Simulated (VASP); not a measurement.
# Ag in VASP: notebook

Runs on Ag. Level: PBE. Tasks: single point.

All numbers are computed with VASP 6.6.1; they aren't measurements. Logs are shortened: lines on timing, memory, paths and dates and some standing lists are left out, and cuts for length are marked.

### 1 The cell of the first run

It takes space group Fm-3m (No. 225, cubic). Conventional cell: a = 4.025 Å, b = 4.025 Å, c = 4.025 Å, α = 90.00°, β = 90.00°, γ = 90.00°. Within 3.7 Å of Ag (site symmetry m-3m) lie 12 Ag at 2.85 Å.

### 2 Single point, PBE (strain -0.015 along x and y, -0.015 along z)

INCAR reads:

```
ALGO     = Normal         # electronic algorithm
EDIFF    = 1E-6           # SCF threshold, eV
ENCUT    = 520            # plane-wave cutoff, eV
GGA      = PE             # functional
ISIF     = 2              # what is computed and relaxed
ISMEAR   = 0              # smearing method
LASPH    = T              # aspherical terms in the spheres
LCHARG   = F              # write CHGCAR
LREAL    = F              # projectors in reciprocal space
LWAVE    = F              # write WAVECAR
NBANDS   = 12             # bands
NELM     = 80             # most SCF steps
PREC     = Accurate       # precision mode
SIGMA    = 0.15           # smearing width, eV
```

KPOINTS reads:

```
k-points
0
Gamma
  10 10 10
```

POSCAR reads:

```
Ag
1.0
    0.0000000000      2.0124535000      2.0124535000
    2.0124535000      0.0000000000      2.0124535000
    2.0124535000      2.0124535000      0.0000000000
Ag
1
Direct
    0.0000000000      0.0000000000      0.0000000000
```

Potentials or basis: VASP PAW PBE potentials, release 64 (Ag).

Command:

```sh
> cat potpaw_PBE.64/Ag/POTCAR > POTCAR
> mpirun -np 1 vasp_std > vasp.out
```

OUTCAR:

```text
EDIFF = 1E-6
   ENCUT = 520
   GGA = PE
   ISIF = 2
   ISMEAR = 0
   LASPH = T
   LREAL = F
   NELM = 80
   PREC = Accurate

 ion  position               nearest neighbor table
   1  0.000  0.000  0.000-

  LATTYP: Found a face centered cubic cell.
 ALAT       =     4.0249070000

  Lattice vectors:

 A1 = (   0.0000000000,   2.0124535000,   2.0124535000)
 A2 = (   2.0124535000,   0.0000000000,   2.0124535000)
 A3 = (   2.0124535000,   2.0124535000,   0.0000000000)

Analysis of symmetry for initial positions (statically):
=====================================================================
 Subroutine PRICEL returns:
 Original cell was already a primitive cell.

 Routine SETGRP: Setting up the symmetry group for a
 face centered cubic supercell.

 Subroutine GETGRP returns: Found 48 space group operations
 (whereof 48 operations were pure point group operations)
 out of a pool of 48 trial point group operations.

The static configuration has the point symmetry O_h .

Analysis of symmetry for dynamics (positions and initial velocities):
=====================================================================
 Subroutine PRICEL returns:
 Original cell was already a primitive cell.

 Routine SETGRP: Setting up the symmetry group for a
 face centered cubic supercell.

 Subroutine GETGRP returns: Found 48 space group operations
 (whereof 48 operations were pure point group operations)
 out of a pool of 48 trial point group operations.

The dynamic configuration has the point symmetry O_h .

 Subroutine INISYM returns: Found 48 space group operations
 (whereof 48 operations are pure point group operations),
 and found     1 'primitive' translations

----------------------------------------------------------------------------------------

                                     Primitive cell

  volume of cell :      16.3007

  direct lattice vectors                    reciprocal lattice vectors
     0.000000000  2.012453500  2.012453500    -0.248452946  0.248452946  0.248452946
     2.012453500  0.000000000  2.012453500     0.248452946 -0.248452946  0.248452946
     2.012453500  2.012453500  0.000000000     0.248452946  0.248452946 -0.248452946

  length of vectors
     2.846039033  2.846039033  2.846039033     0.430333125  0.430333125  0.430333125

  position of ions in fractional coordinates (direct lattice)
     0.000000000  0.000000000  0.000000000

  ion indices of the primitive-cell ions
   primitive index   ion index
                 1           1

----------------------------------------------------------------------------------------

 KPOINTS: k-points

Automatic generation of k-mesh.
 Grid dimensions read from file:
 generate k-points for:   10   10   10

 Generating k-lattice:

  Cartesian coordinates                     Fractional coordinates (reciprocal lattice)
    -0.024845295  0.024845295  0.024845295     0.100000000  0.000000000  0.000000000
     0.024845295 -0.024845295  0.024845295     0.000000000  0.100000000  0.000000000
     0.024845295  0.024845295 -0.024845295     0.000000000  0.000000000  0.100000000

  Length of vectors
     0.043033313  0.043033313  0.043033313

  Shift w.r.t. Gamma in fractional coordinates (k-lattice)
     0.000000000  0.000000000  0.000000000

 Subroutine IBZKPT returns following result:
 ===========================================

 Found     47 irreducible k-points:

 Following reciprocal coordinates:
            Coordinates               Weight
  0.000000  0.000000  0.000000      1.000000
  0.100000  0.000000  0.000000      8.000000
  0.200000  0.000000  0.000000      8.000000
  0.300000  0.000000  0.000000      8.000000
  0.400000  0.000000  0.000000      8.000000
  0.500000  0.000000  0.000000      4.000000
[... 16 lines left out ...]
  0.300000  0.300000  0.000000      6.000000
  0.400000  0.300000  0.000000     24.000000
 [... further k-points ...]
   k-points           NKPTS =     47   k-points in BZ     NKDIM =     47   number of bands    NBANDS=     12
   number of dos      NEDOS =    301   number of ions     NIONS =      1
   total plane-waves  NPLWV =  13824
   dimension x,y,z NGX =    24 NGY =   24 NGZ =   24
   dimension x,y,z NGXF=    48 NGYF=   48 NGZF=   48
   ions per type =               1
   NGX,Y,Z   is equivalent  to a cutoff of  14.02, 14.02, 14.02 a.u.
   NGXF,Y,Z  is equivalent  to a cutoff of  28.04, 28.04, 28.04 a.u.
 SYSTEM =  unknown system
   PREC   = accura    normal or accurate (medium, high low for compatibility)
   ISTART =      0    job   : 0-new  1-cont  2-samecut
   ICHARG =      2    charge: 1-file 2-atom 10-const
   ISPIN  =      1    spin polarized calculation?
   LNONCOLLINEAR =      F non collinear calculations
   LSORBIT =      F    spin-orbit coupling
   LASPH  =      T    aspherical Exc in radial PAW
   ENCUT  =  520.0 eV  38.22 Ry    6.18 a.u.   5.29  5.29  5.29*2*pi/ulx,y,z
   NELM   =     80;   NELMIN=  2; NELMDL= -5     # of ELM steps
   EDIFF  = 0.1E-05   stopping-criterion for ELM
   LREAL  =      F    real-space projection
   EDIFFG = 0.1E-04   stopping-criterion for IOM
   NSW    =      0    number of steps for IOM
   IBRION =     -1    ionic relax: 0-MD 1-quasi-New 2-CG
   NFREE  =      0    steps in history (QN), initial steepest desc. (CG)
   ISIF   =      2    stress and relaxation
   ISYM   =      2    0-nonsym 1-usesym 2-fastsym
   POTIM  = 0.5000    time-step for ionic-motion
   TEBEG  =    0.0;   TEEND  =   0.0 temperature during run
   PSTRESS=    0.0 pullay stress
   NELECT =      11.0000    total number of electrons
   NUPDOWN=      -1.0000    fix difference up-down
   EMIN   =  10.00;   EMAX   =-10.00  energy-range for DOS
   EFERMI =   0.00;   METHOD = LEGACY
   ISMEAR =     0;   SIGMA  =   0.15  broadening in eV -4-tet -1-fermi 0-gaus
   EFERMI_NEDOS =   21; number of points for ismear=-14 and -15
   IALGO  =     38    algorithm
   IMIX   =      4    mixing-type and parameters
     AMIX     =   0.40;   BMIX     =  1.00
     AMIX_MAG =   1.60;   BMIX_MAG =  1.00
  volume/ion in A,a.u.               =      16.30       110.00
  Fermi-wavevector in a.u.,A,eV,Ry     =   1.435941  2.713535 28.054207  2.061926
  Thomas-Fermi vector in A             =   2.555184
   LORBIT       =      0    0 simple, 1 ext, 2 COOP (PROOUT), +10 PAW based schemes
   GGA     = PE    functional components
   LHFCALC =     F    Hartree Fock is set to
   AEXX    =    0.0000 exact exchange contribution
   IVDW    =     0    specifies the selected vdW correction
   LEPSILON=     F    determine dielectric tensor
   LRPA    =     F    only Hartree local field effects (RPA)
 non-spin polarized calculation
 Gauss-broadening in eV      SIGMA  =   0.15
  energy-cutoff  :      520.00
  volume of cell :       16.30
 maximum number of plane-waves:       459
 NGX is ok and might be reduce to    24
   NGX = 11   NGY = 11   NGZ = 11

 number of electron      11.0000002 magnetization

 Free energy of the ion-electron system (eV)
  ---------------------------------------------------
  ext. energy  EPLUGINS =         0.00000000
  ---------------------------------------------------
  free energy    TOTEN  =        -2.65840950 eV

  energy without entropy =       -2.65491420  energy(sigma->0) =       -2.65666185

 E-fermi :   9.0251     XC(G=0): -12.4801

 val. band max:        8.8147526603   @ k =   0.5000   0.2000   0.1000
 cond. band min:       9.1364737120   @ k =   0.5000   0.1000   0.0000
 fundamental gap:      0.3217210517
 Fermi energy:         9.0251293420

 k-point     1 :       0.0000    0.0000    0.0000
  band No.  band energies     occupation
      1       0.9667      2.00000
      2       4.0991      2.00000
      3       4.0991      2.00000
      4       4.0991      2.00000
      5       5.2196      2.00000
      6       5.2196      2.00000
      7      25.1864      0.00000
      8      29.0323      0.00000
      9      29.0323      0.00000
     10      29.0323      0.00000
     11      33.9526      0.00000
     12      35.4087      0.00000

 k-point     2 :       0.1000    0.0000    0.0000
  band No.  band energies     occupation
      1       1.2854      2.00000
      2       4.0282      2.00000
      3       4.1864      2.00000
      4       4.1864      2.00000
      5       5.1891      2.00000
      6       5.1891      2.00000
      7      25.1730      0.00000
      8      26.9767      0.00000
      9      29.2006      0.00000
     10      29.2006      0.00000
     11      33.5393      0.00000
     12      34.9057      0.00000

 k-point     3 :       0.2000    0.0000    0.0000
  band No.  band energies     occupation
      1       2.0703      2.00000
      2       4.0308      2.00000
      3       4.3181      2.00000
      4       4.3181      2.00000
      5       5.2264      2.00000
      6       5.2264      2.00000
      7      22.5019      0.00000
      8      26.0788      0.00000
      9      29.4301      0.00000
     10      29.4301      0.00000
     11      32.3017      0.00000
     12      33.4889      0.00000
[... 286 lines left out ...]
 k-point    23 :       0.3000    0.3000    0.0000
  band No.  band energies     occupation
      1       2.8406      2.00000
      2       2.9946      2.00000
      3       5.3835      2.00000
      4       5.3835      2.00000
      5       5.7487      2.00000
      6       5.9962      2.00000
      7      22.8006      0.00000
      8      22.8006      0.00000
      9      23.1794      0.00000
     10      26.3558      0.00000
     11      27.2254      0.00000
     12      38.1997      0.00000

 k-point    24 :       0.4000    0.3000    0.0000
  band No.  band energies     occupation
      1       2.7652      2.00000
      2       2.9131      2.00000
      3       5.2795      2.00000
      4       5.4556      2.00000
      5       6.0303      2.00000
      6       7.8051      2.00000
      7      19.9205      0.00000
      8      21.0992      0.00000
      9      21.9515      0.00000
     10      26.5633      0.00000
     11      28.7373      0.00000
     12      38.1334      0.00000

 [... further k-points ...]

------------------------ aborting loop because EDIFF is reached ----------------------------------------

  FORCE on cell =-STRESS in cart. coord.  units (eV):
  Direction    XX          YY          ZZ          XY          YZ          ZX
  --------------------------------------------------------------------------------------
  -------------------------------------------------------------------------------------
  Total        1.0945614      1.0945614      1.0945614      0.0000000      0.0000000     -0.0000000
  in kB      107.5828738    107.5828738    107.5828738      0.0000000      0.0000000     -0.0000000
  external PRESSURE =     107.5828738 kB  Pullay stress =       0.0000000 kB

 VOLUME and BASIS-vectors are now :
 -----------------------------------------------------------------------------
  energy-cutoff  :      520.00
  volume of cell :       16.30
      direct lattice vectors                 reciprocal lattice vectors
     0.000000000  2.012453500  2.012453500    -0.248452946  0.248452946  0.248452946
     2.012453500  0.000000000  2.012453500     0.248452946 -0.248452946  0.248452946
     2.012453500  2.012453500  0.000000000     0.248452946  0.248452946 -0.248452946

 POSITION                                       TOTAL-FORCE (eV/Angst)
 -----------------------------------------------------------------------------------
      0.00000      0.00000      0.00000         0.000000     -0.000000     -0.000000
 -----------------------------------------------------------------------------------
    total drift:                               -0.000000      0.000000      0.000000

  FREE ENERGIE OF THE ION-ELECTRON SYSTEM (eV)
  ---------------------------------------------------
  free  energy   TOTEN  =        -2.6584095032 eV

  energy  without entropy=       -2.6549142006  energy(sigma->0) =       -2.65666185
```

It took 10 s on 1 thread of Intel Xeon 8259CL, shared host; peak memory 0.14 GiB.

Results:

```
Free energy : -2.6584 eV
Pressure    : 10.8 GPa
```

Caveat: the cell differs from its parent crystal (strain -0.015 along x and y, -0.015 along z).

### 3 Single point, PBE (strain +0.015 along x and y, +0.015 along z)

INCAR reads:

```
SYSTEM = Ag
  PREC = Accurate
  ENCUT = 520
  EDIFF = 1E-6
  ISMEAR = 0
  SIGMA = 0.15
  LREAL = .False.
  LASPH = .True.
  NELM = 60
  ALGO = Normal
  ISIF = 2
  LWAVE = .False.
  LCHARG = .True.
  GGA = PE
  LELF = .True.
  LVHAR = .True.
  NBANDS = 12
```

KPOINTS reads:

```
Automatic mesh
0
Gamma
  10 10 10
  0 0 0
```

POSCAR reads:

```
Ag
1.0
    0.0000000000      2.0737465000      2.0737465000
    2.0737465000      0.0000000000      2.0737465000
    2.0737465000      2.0737465000      0.0000000000
Ag
1
Direct
    0.0000000000      0.0000000000      0.0000000000
```

Potentials or basis: VASP PAW PBE potentials, release 64 (Ag).

Command:

```sh
> cat potpaw_PBE.64/Ag/POTCAR > POTCAR
> mpirun -np 1 vasp_std > vasp.out
```

It took 10 s on 1 thread of Intel Xeon 8259CL, shared host; peak memory 0.14 GiB.

It converged, with:

```
Free energy : -2.7067 eV
Pressure    : 0.1 GPa
```

Levels at points of the mesh, in eV from the Fermi level:
| k point | band 4 | band 5 | band 6 | band 7 | band 8 | band 9 |
| --- | --- | --- | --- | --- | --- | --- |
| (0.00, 0.00, 0.00) | -4.57 | -3.62 | -3.62 | 15.99 | 19.30 | 19.30 |
| (0.50, 0.00, 0.00) | -2.88 | -2.88 | -0.20 | 3.44 | 15.22 | 17.48 |
| (0.50, 0.50, 0.00) | -2.69 | -2.69 | 1.72 | 6.47 | 10.51 | 10.51 |

Caveat: the cell differs from its parent crystal (strain +0.015 along x and y, +0.015 along z).

(Part 1 of 2 ends here.)
